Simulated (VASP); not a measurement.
Runs of VASP 6.6.1 on Ta. The structure is that of space group Im-3m (No. 229), or close to it. The cells are those of the table. 

```tsv
level	cell	k mesh	smearing	grid for exact exchange (PRECFOCK)	screening parameter	gap on the mesh (eV)	pressure (GPa)
r2SCAN+rVV10	a = 2.916 Å, angles 109.5°, 1 atom	11 × 11 × 11	methfessel-paxton 0.05 eV	-	-	none	-11.1
r2SCAN	a = 2.898 Å, angles 109.5°, 1 atom	11 × 11 × 11	fermi-dirac 0.05 eV	-	-	none	(a)
PBE0	a = 2.860 Å, angles 109.5°, 1 atom	6 × 6 × 6	fermi-dirac 0.05 eV	Normal	-	none	(b)
PBE	a = 2.802 Å, angles 109.5°, 1 atom	11 × 11 × 11	fermi-dirac 0.05 eV	-	-	none	17.5
HSE06	a = 2.821 Å, angles 109.5°, 1 atom	6 × 6 × 6	fermi-dirac 0.05 eV	Normal	0.2079 1/Å	none	12.6
```

Alike in all rows: task single point; potentials or basis VASP PAW PBE potentials, release 64 (Ta_pv); no spin polarisation; cutoff (eV) 520.

Problem. Estimate the missing entries.

Solution. (a) -6.7; (b) 3.5.

Caveats: some runs use coarse meshes; spin-orbit coupling is left out, which moves the levels of the heavy elements; the PAW data sets were made with another functional, which shifts forces and pressure a little (some runs).

A k mesh can miss the band edges, and the runs leave out spin-orbit coupling on Ta.

A gap of «none» marks levels without a gap at the run's occupations.
